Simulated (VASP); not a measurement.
Wanted: the native input for a VASP 6.6.1 run.

- Task: single point
- Functional: PBEsol
- Potentials or basis: VASP PAW PBE potentials, release 64 (Li_sv)
- Cutoff: 520 eV
- k mesh: 19 × 19 × 17
- Occupations: fermi-dirac, width 0.08 eV
- Spin: no spin polarisation
- Dipole correction: no
- Further INCAR settings: ALGO = Normal; EDIFF = 1e-06; NBANDS = 8

The structure of Li lies in POSCAR:

```
Li
1.0
    2.3459841651      0.0000000000      0.0000000000
   -1.1729920825      2.0316818839      0.0000000000
    0.0000000000      0.0000000000      2.1168876061
Li
1
Direct
    0.0000000000      0.0000000000      0.0000000000
```

The input as run:

INCAR

```
SYSTEM = Li
ALGO = Normal ; EDIFF = 1E-6
ENCUT = 520 ; GGA = PS
ISIF = 2 ; ISMEAR = -1
LASPH = .True. ; LCHARG = .True.
LELF = .True. ; LREAL = .False.
LVHAR = .True. ; LWAVE = .False.
NBANDS = 8 ; NELM = 60
PREC = Accurate ; SIGMA = 0.08
```

KPOINTS

```
k-points
0
Gamma
  19 19 17
  0 0 0
```

Potentials or basis: VASP PAW PBE potentials, release 64 (Li_sv).

Command:

```bash
$ cat potpaw_PBE.64/Li_sv/POTCAR > POTCAR
$ mpirun -np 1 vasp_std > vasp.out
```

It took 8.5 s on 1 thread of Intel(R) Xeon(R) 6975P-C (Granite Rapids) (shared host), peak memory 0.12 GiB.
